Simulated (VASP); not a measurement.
# SrTiO3 (P4mm) in VASP: a series of runs

SrTiO3 is run at these levels: PBEsol; tasks: single point.

Everything below comes from runs of VASP 6.6.1. Logs are shortened: lines on timing, memory, paths and dates and some standing lists are left out, and cuts for length are marked.

## Step 1: The cell of the first run

It takes space group P4mm (No. 99, tetragonal). The conventional cell has a = 3.891 Å, b = 3.891 Å, c = 3.891 Å, α = 90.00°, β = 90.00°, γ = 90.00°. Within 3.6 Å of Sr (site symmetry 4mm) lie 12 O at 2.70 to 2.80 Å and 4 Ti at 3.15 Å. Ti (site symmetry 4mm) has 5 O at 1.58 to 1.98 Å within 2.1 Å. Within 2.1 Å of O (site symmetry 4mm) lie 1 Ti at 1.58 Å. O (site symmetry 2mm) has 2 Ti at 1.98 Å within 2.6 Å.

## Step 2: Single point, PBEsol (mode 1 frozen in at -0.124 Å and mode 7 at +0.224 Å (largest displacements))

INCAR reads:

```
  PREC = Accurate
  ENCUT = 520
  EDIFF = 1E-6
  ISMEAR = 0
  SIGMA = 0.05
  LREAL = F
  LASPH = T
  NELM = 60
  ALGO = Normal
  ISIF = 2
  LWAVE = F
  LCHARG = F
  GGA = PS
  NBANDS = 28
```

KPOINTS reads:

```
Automatic mesh
0
Gamma
  8 8 8
```

POSCAR reads:

```
SrTiO3
1.0
    3.8913815400      0.0000000000      0.0000000000
    0.0000000000      3.8913815400      0.0000000000
    0.0000000000      0.0000000000      3.8913815400
Sr Ti O
1 1 3
Direct
   -0.0329430420      0.0000000000      0.0000000000
    0.5754351160      0.5000000000      0.5000000000
   -0.0174796051      0.5000000000      0.5000000000
    0.4861014078      0.0000000000      0.5000000000
    0.4861014078      0.5000000000      0.0000000000
```

Potentials or basis: VASP PAW PBE potentials, release 64 (Sr_sv, Ti_sv, O).

Launch:

```bash
> cat potpaw_PBE.64/Sr_sv/POTCAR potpaw_PBE.64/Ti_sv/POTCAR potpaw_PBE.64/O/POTCAR > POTCAR
> mpirun -np 1 vasp_std > vasp.out
```

OUTCAR:

```text
PREC = Accurate
   ENCUT = 520
   EDIFF = 1E-6
   ISMEAR = 0
   LREAL = F
   LASPH = T
   NELM = 60
   ISIF = 2
   GGA = PS

 ion  position               nearest neighbor table
   1  0.967  0.000  0.000-   4 2.70   5 2.70   4 2.70   5 2.70   3 2.75   3 2.75   3 2.75   3 2.75
                             4 2.80   5 2.80   4 2.80   5 2.80   2 3.15   2 3.15   2 3.15   2 3.15
   2  0.575  0.500  0.500-   3 1.58   4 1.98   5 1.98   5 1.98   4 1.98   3 2.31   1 3.15   1 3.15
                             1 3.15   1 3.15   1 3.63   1 3.63   1 3.63   1 3.63
   3  0.983  0.500  0.500-   2 1.58   2 2.31   1 2.75   1 2.75   1 2.75   1 2.75
   4  0.486  0.000  0.500-   2 1.98   2 1.98   1 2.70   1 2.70   1 2.80   1 2.80
   5  0.486  0.500  0.000-   2 1.98   2 1.98   1 2.70   1 2.70   1 2.80   1 2.80

  LATTYP: Found a simple cubic cell.
 ALAT       =     3.8913815400

  Lattice vectors:

 A1 = (   3.8913815400,   0.0000000000,   0.0000000000)
 A2 = (   0.0000000000,   3.8913815400,   0.0000000000)
 A3 = (   0.0000000000,   0.0000000000,   3.8913815400)

Analysis of symmetry for initial positions (statically):
=====================================================================
 Subroutine PRICEL returns:
 Original cell was already a primitive cell.

 Routine SETGRP: Setting up the symmetry group for a
 simple cubic supercell.

 Subroutine GETGRP returns: Found  8 space group operations
 (whereof  8 operations were pure point group operations)
 out of a pool of 48 trial point group operations.

The static configuration has the point symmetry C_4v.

Analysis of symmetry for dynamics (positions and initial velocities):
=====================================================================
 Subroutine PRICEL returns:
 Original cell was already a primitive cell.

 Routine SETGRP: Setting up the symmetry group for a
 simple cubic supercell.

 Subroutine GETGRP returns: Found  8 space group operations
 (whereof  8 operations were pure point group operations)
 out of a pool of 48 trial point group operations.

The dynamic configuration has the point symmetry C_4v.

 Subroutine INISYM returns: Found  8 space group operations
 (whereof  8 operations are pure point group operations),
 and found     1 'primitive' translations

----------------------------------------------------------------------------------------

                                     Primitive cell

  volume of cell :      58.9266

  direct lattice vectors                    reciprocal lattice vectors
     3.891381540  0.000000000  0.000000000     0.256978143  0.000000000  0.000000000
     0.000000000  3.891381540  0.000000000     0.000000000  0.256978143  0.000000000
     0.000000000  0.000000000  3.891381540     0.000000000  0.000000000  0.256978143

  length of vectors
     3.891381540  3.891381540  3.891381540     0.256978143  0.256978143  0.256978143

  position of ions in fractional coordinates (direct lattice)
     0.967056958  0.000000000  0.000000000
     0.575435116  0.500000000  0.500000000
     0.982520395  0.500000000  0.500000000
     0.486101408  0.000000000  0.500000000
     0.486101408  0.500000000  0.000000000

  ion indices of the primitive-cell ions
   primitive index   ion index
                 1           1
                 2           2
                 3           3
                 4           4
                 5           5

----------------------------------------------------------------------------------------

 KPOINTS: Automatic mesh

Automatic generation of k-mesh.
 Grid dimensions read from file:
 generate k-points for:    8    8    8

 Generating k-lattice:

  Cartesian coordinates                     Fractional coordinates (reciprocal lattice)
     0.032122268  0.000000000  0.000000000     0.125000000  0.000000000  0.000000000
     0.000000000  0.032122268  0.000000000     0.000000000  0.125000000  0.000000000
     0.000000000  0.000000000  0.032122268     0.000000000  0.000000000  0.125000000

  Length of vectors
     0.032122268  0.032122268  0.032122268

  Shift w.r.t. Gamma in fractional coordinates (k-lattice)
     0.000000000  0.000000000  0.000000000

 Subroutine IBZKPT returns following result:
 ===========================================

 Found     75 irreducible k-points:

 Following reciprocal coordinates:
            Coordinates               Weight
  0.000000  0.000000  0.000000      1.000000
  0.125000  0.000000  0.000000      2.000000
  0.000000  0.125000  0.000000      4.000000
  0.250000  0.000000  0.000000      2.000000
  0.000000  0.250000  0.000000      4.000000
  0.375000  0.000000  0.000000      2.000000
[... 16 lines left out ...]
  0.375000  0.250000  0.000000      8.000000
  0.000000  0.375000  0.250000      8.000000
 [... further k-points ...]
   k-points           NKPTS =     75   k-points in BZ     NKDIM =     75   number of bands    NBANDS=     28
   number of dos      NEDOS =    301   number of ions     NIONS =      5
   total plane-waves  NPLWV =  27000
   dimension x,y,z NGX =    30 NGY =   30 NGZ =   30
   dimension x,y,z NGXF=    60 NGYF=   60 NGZF=   60
   ions per type =               1   1   3
   NGX,Y,Z   is equivalent  to a cutoff of  12.82, 12.82, 12.82 a.u.
   NGXF,Y,Z  is equivalent  to a cutoff of  25.63, 25.63, 25.63 a.u.
 SYSTEM =  unknown system
   PREC   = accura    normal or accurate (medium, high low for compatibility)
   ISTART =      0    job   : 0-new  1-cont  2-samecut
   ICHARG =      2    charge: 1-file 2-atom 10-const
   ISPIN  =      1    spin polarized calculation?
   LNONCOLLINEAR =      F non collinear calculations
   LSORBIT =      F    spin-orbit coupling
   LASPH  =      T    aspherical Exc in radial PAW
   ENCUT  =  520.0 eV  38.22 Ry    6.18 a.u.   7.24  7.24  7.24*2*pi/ulx,y,z
   NELM   =     60;   NELMIN=  2; NELMDL= -5     # of ELM steps
   EDIFF  = 0.1E-05   stopping-criterion for ELM
   LREAL  =      F    real-space projection
   EDIFFG = 0.1E-04   stopping-criterion for IOM
   NSW    =      0    number of steps for IOM
   IBRION =     -1    ionic relax: 0-MD 1-quasi-New 2-CG
   NFREE  =      0    steps in history (QN), initial steepest desc. (CG)
   ISIF   =      2    stress and relaxation
   ISYM   =      2    0-nonsym 1-usesym 2-fastsym
   POTIM  = 0.5000    time-step for ionic-motion
   TEBEG  =    0.0;   TEEND  =   0.0 temperature during run
   PSTRESS=    0.0 pullay stress
   NELECT =      40.0000    total number of electrons
   NUPDOWN=      -1.0000    fix difference up-down
   EMIN   =  10.00;   EMAX   =-10.00  energy-range for DOS
   EFERMI =   0.00;   METHOD = LEGACY
   ISMEAR =     0;   SIGMA  =   0.05  broadening in eV -4-tet -1-fermi 0-gaus
   EFERMI_NEDOS =   21; number of points for ismear=-14 and -15
   IALGO  =     38    algorithm
   IMIX   =      4    mixing-type and parameters
     AMIX     =   0.40;   BMIX     =  1.00
     AMIX_MAG =   1.60;   BMIX_MAG =  1.00
  volume/ion in A,a.u.               =      11.79        79.53
  Fermi-wavevector in a.u.,A,eV,Ry     =   1.438769  2.718879 28.164817  2.070056
  Thomas-Fermi vector in A             =   2.557699
   LORBIT       =      0    0 simple, 1 ext, 2 COOP (PROOUT), +10 PAW based schemes
   GGA     = PS    functional components
   LHFCALC =     F    Hartree Fock is set to
   AEXX    =    0.0000 exact exchange contribution
   IVDW    =     0    specifies the selected vdW correction
   LEPSILON=     F    determine dielectric tensor
   LRPA    =     F    only Hartree local field effects (RPA)
 non-spin polarized calculation
 Gauss-broadening in eV      SIGMA  =   0.05
  energy-cutoff  :      520.00
  volume of cell :       58.93
 maximum number of plane-waves:      1622
 NGX is ok and might be reduce to    30
   NGX = 15   NGY = 15   NGZ = 15

 number of electron      40.0000014 magnetization

 Free energy of the ion-electron system (eV)
  ---------------------------------------------------
  ext. energy  EPLUGINS =         0.00000000
  ---------------------------------------------------
  free energy    TOTEN  =       -41.00410330 eV

  energy without entropy =      -41.00410330  energy(sigma->0) =      -41.00410330

 E-fermi :   4.7699     XC(G=0): -11.5512

 val. band max:        4.3988591954   @ k =   0.5000   0.5000   0.5000
 cond. band min:       6.2763169030   @ k =   0.0000   0.0000   0.0000
 fundamental gap:      1.8774577075
 Fermi energy:         4.7699228290

 k-point     1 :       0.0000    0.0000    0.0000
  band No.  band energies     occupation
      1     -51.4539      2.00000
      2     -28.7007      2.00000
      3     -28.4226      2.00000
      4     -27.7579      2.00000
      5     -27.7579      2.00000
      6     -13.3292      2.00000
[... 20 lines left out ...]
     27       9.9378      0.00000
     28      10.7775      0.00000

 k-point     2 :       0.1250    0.0000    0.0000
  band No.  band energies     occupation
      1     -51.4536      2.00000
      2     -28.7062      2.00000
      3     -28.4249      2.00000
      4     -27.7573      2.00000
      5     -27.7573      2.00000
      6     -13.2759      2.00000
[... 20 lines left out ...]
     27      10.2412      0.00000
     28      11.2160      0.00000

 k-point     3 :       0.0000    0.1250    0.0000
  band No.  band energies     occupation
      1     -51.4536      2.00000
      2     -28.6969      2.00000
      3     -28.4263      2.00000
      4     -27.7648      2.00000
      5     -27.7574      2.00000
      6     -13.3644      2.00000
[... 20 lines left out ...]
     27      10.2649      0.00000
     28      10.8699      0.00000

 k-point     4 :       0.2500    0.0000    0.0000
  band No.  band energies     occupation
      1     -51.4530      2.00000
      2     -28.7210      2.00000
      3     -28.4287      2.00000
      4     -27.7560      2.00000
      5     -27.7560      2.00000
      6     -13.2084      2.00000
[... 20 lines left out ...]
     27      11.0568      0.00000
     28      12.1889      0.00000

 k-point     5 :       0.0000    0.2500    0.0000
  band No.  band energies     occupation
      1     -51.4530      2.00000
      2     -28.6878      2.00000
      3     -28.4353      2.00000
      4     -27.7811      2.00000
      5     -27.7562      2.00000
      6     -13.4685      2.00000
[... 20 lines left out ...]
     27      10.6733      0.00000
     28      11.5172      0.00000

 k-point     6 :       0.3750    0.0000    0.0000
  band No.  band energies     occupation
      1     -51.4523      2.00000
      2     -28.7376      2.00000
      3     -28.4307      2.00000
      4     -27.7547      2.00000
      5     -27.7547      2.00000
      6     -13.2488      2.00000
[... 463 lines left out ...]
      5     -27.7544      2.00000
      6     -13.1882      2.00000
[... 20 lines left out ...]
     27      11.5044      0.00000
     28      12.3180      0.00000

 k-point    22 :       0.0000    0.2500    0.2500
  band No.  band energies     occupation
      1     -51.4521      2.00000
      2     -28.6697      2.00000
      3     -28.4404      2.00000
      4     -27.7950      2.00000
      5     -27.7793      2.00000
      6     -13.3828      2.00000
[... 20 lines left out ...]
     27      11.2412      0.00000
     28      11.9176      0.00000

 k-point    23 :       0.3750    0.2500    0.0000
  band No.  band energies     occupation
      1     -51.4515      2.00000
      2     -28.6990      2.00000
      3     -28.4650      2.00000
      4     -27.7854      2.00000
      5     -27.7531      2.00000
      6     -13.0119      2.00000
[... 20 lines left out ...]
     27      12.1819      0.00000
     28      12.6411      0.00000

 k-point    24 :       0.0000    0.3750    0.2500
  band No.  band energies     occupation
      1     -51.4515      2.00000
      2     -28.6566      2.00000
      3     -28.4446      2.00000
      4     -27.8101      2.00000
      5     -27.7898      2.00000
      6     -13.3617      2.00000
[... 20 lines left out ...]
     27      11.8999      0.00000
     28      12.2221      0.00000

 [... further k-points ...]
[... 5 lines left out ...]
  --------------------------------------------------------------------------------------
  -------------------------------------------------------------------------------------
  Total       11.6728991      1.1699672      1.1699672      0.0000000      0.0000000      0.0000000
  in kB      317.3787689     31.8106695     31.8106695      0.0000000      0.0000000      0.0000000
  external PRESSURE =     127.0000360 kB  Pullay stress =       0.0000000 kB

 VOLUME and BASIS-vectors are now :
 -----------------------------------------------------------------------------
  energy-cutoff  :      520.00
  volume of cell :       58.93
      direct lattice vectors                 reciprocal lattice vectors
     3.891381540  0.000000000  0.000000000     0.256978143  0.000000000  0.000000000
     0.000000000  3.891381540  0.000000000     0.000000000  0.256978143  0.000000000
     0.000000000  0.000000000  3.891381540     0.000000000  0.000000000  0.256978143

 POSITION                                       TOTAL-FORCE (eV/Angst)
 -----------------------------------------------------------------------------------
      3.76319      0.00000      0.00000         1.283530     -0.000000     -0.000000
      2.23924      1.94569      1.94569        -9.202886      0.000000     -0.000000
      3.82336      1.94569      1.94569         6.891725      0.000000     -0.000000
      1.89161      0.00000      1.94569         0.513816      0.000000      0.000000
      1.89161      1.94569      0.00000         0.513816     -0.000000      0.000000
 -----------------------------------------------------------------------------------
    total drift:                                0.000314     -0.000000      0.000001

  FREE ENERGIE OF THE ION-ELECTRON SYSTEM (eV)
  ---------------------------------------------------
  free  energy   TOTEN  =       -41.0041033015 eV

  energy  without entropy=      -41.0041033015  energy(sigma->0) =      -41.00410330
```

Wall time 56 s (1 thread of Intel Xeon 6975P-C (Granite Rapids), shared host); peak memory 0.25 GiB.

What came out:

```
Free energy            : -41.0041 eV
Pressure               : 12.7 GPa
Largest force          : 9.203 eV/Å
Band gap on the k mesh : 1.88 eV, indirect (least direct gap 2.61 eV)
```

Forces on the atoms (eV/Å):
```
Sr   1.284  0.000  0.000
Ti  -9.203  0.000  0.000
O    6.892  0.000  0.000
O    0.514  0.000  0.000
O    0.514  0.000  0.000
```

Caveat: the cell differs from its parent crystal (mode 1 frozen in at -0.124 Å and mode 7 at +0.224 Å (largest displacements)); the PAW data sets were made with another functional, which shifts forces and pressure a little. A k mesh can miss the band edges.

## Step 3: Single point, PBEsol (mode 1 frozen in at -0.031 Å and mode 7 at +0.149 Å (largest displacements))

INCAR reads:

```
SYSTEM = SrTiO3
PREC     = Accurate       ! precision mode
ENCUT    = 520            ! plane-wave cutoff, eV
EDIFF    = 1E-7           ! SCF threshold, eV
ISMEAR   = 0              ! smearing method
SIGMA    = 0.05           ! smearing width, eV
LREAL    = .FALSE.        ! projectors in reciprocal space
LASPH    = .TRUE.         ! aspherical terms in the spheres
NELM     = 80             ! most SCF steps
ALGO     = Normal         ! electronic algorithm
ISIF     = 2              ! what is computed and relaxed
LWAVE    = .FALSE.        ! write WAVECAR
LCHARG   = .FALSE.        ! write CHGCAR
GGA      = PS             ! functional
NBANDS   = 28             ! bands
```

KPOINTS reads:

```
regular mesh
0
G
  8 8 8
  0 0 0
```

POSCAR reads:

```
SrTiO3
1.0
    3.8913815400      0.0000000000      0.0000000000
    0.0000000000      3.8913815400      0.0000000000
    0.0000000000      0.0000000000      3.8913815400
Sr Ti O
1 1 3
Direct
   -0.0249758558      0.0000000000      0.0000000000
    0.5428733864      0.5000000000      0.5000000000
    0.0004824937      0.5000000000      0.5000000000
    0.5040141471      0.0000000000      0.5000000000
    0.5040141471      0.5000000000      0.0000000000
```

Potentials or basis: VASP PAW PBE potentials, release 64 (Sr_sv, Ti_sv, O).

Launch:

```bash
> cat potpaw_PBE.64/Sr_sv/POTCAR potpaw_PBE.64/Ti_sv/POTCAR potpaw_PBE.64/O/POTCAR > POTCAR
> mpirun -np 1 vasp_std > vasp.out
```

It took 67 s on 1 thread of Intel Xeon 6975P-C (Granite Rapids), shared host; peak memory 0.25 GiB.

Results (log left out):

- Free energy: -41.8760 eV
- Pressure: 3.2 GPa
- Largest force: 1.623 eV/Å
- Band gap on the k mesh: 1.85 eV, indirect (least direct gap 2.42 eV)

Forces in eV/Å, atoms in the order of the input:
```
Sr   0.846  0.000  0.000
Ti  -1.623  0.000  0.000
O    0.745  0.000  0.000
O    0.016  0.000  0.000
O    0.016  0.000  0.000
```

Stress tensor (GPa, compression positive):
```
6.21 0.00 0.00
0.00 1.75 0.00
0.00 0.00 1.75
```

Levels at points of the mesh, in eV from the valence-band top:
```csv
k point,band 17,band 18,band 19,band 20,band 21,band 22,band 23,band 24
"(0.00, 0.00, 0.00)",-1.26,-0.67,-0.57,-0.57,1.85,2.34,2.34,4.55
"(0.50, 0.00, 0.00)",-2.47,-2.12,-0.74,-0.74,2.03,4.06,4.06,4.55
"(0.00, 0.50, 0.00)",-2.39,-1.86,-1.20,-0.96,2.54,3.85,3.95,4.74
"(0.50, 0.50, 0.00)",-1.76,-1.59,-1.59,-0.24,3.87,4.09,4.40,5.53
"(0.00, 0.50, 0.50)",-1.91,-1.91,-1.78,-0.10,3.98,3.98,4.28,5.42
"(0.50, 0.50, 0.50)",-3.76,-0.15,-0.15,0.00,4.51,4.57,4.57,6.60
```

Caveat: the cell differs from its parent crystal (mode 1 frozen in at -0.031 Å and mode 7 at +0.149 Å (largest displacements)); the PAW data sets were made with another functional, which shifts forces and pressure a little. A k mesh can miss the band edges.
